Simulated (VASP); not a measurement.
## Pt: single point with PBE

The system is Pt.

```
CELL_PARAMETERS angstrom
2.67589 0.00000 0.00000
-1.33795 2.31739 0.00000
0.00000 0.00000 4.57487
ATOMIC_POSITIONS crystal
Pt 0.33333 0.66667 0.25000
Pt 0.66667 0.33333 0.75000
```

This cell differs from its parent crystal: volume scaled by 0.9.

- Program: VASP 6.6.1
- Task: single point
- Functional: PBE
- Potentials or basis: VASP PAW PBE potentials, release 64 (Pt)
- Cutoff: 520 eV
- k mesh: 15 × 15 × 8
- Occupations: fermi-dirac, width 0.05 eV
- Spin: no spin polarisation
- Dipole correction: no
- Further INCAR settings: ALGO = Normal; EDIFF = 1e-07; NBANDS = 17

The pressure is 33.2 GPa. The band gap on the k mesh is zero (band 10 reaches 12.95 eV, above the bottom of band 11 at 11.50 eV).

Levels at points of the mesh, in eV from the Fermi level:
```csv
k point,band 8,band 9,band 10,band 11,band 12,band 13
"(0.00, 0.00, 0.00)",-2.27,-2.27,-1.09,-0.28,-0.28,5.63
"(0.00, 0.00, 0.50)",-4.07,-0.96,-0.96,-0.96,-0.96,12.92
```

Run time: 38 s on 1 thread of Intel Xeon 6975P-C, with other jobs on the host, peak memory 0.18 GiB.

Caveat: spin-orbit coupling is left out, which moves the levels of the heavy elements.
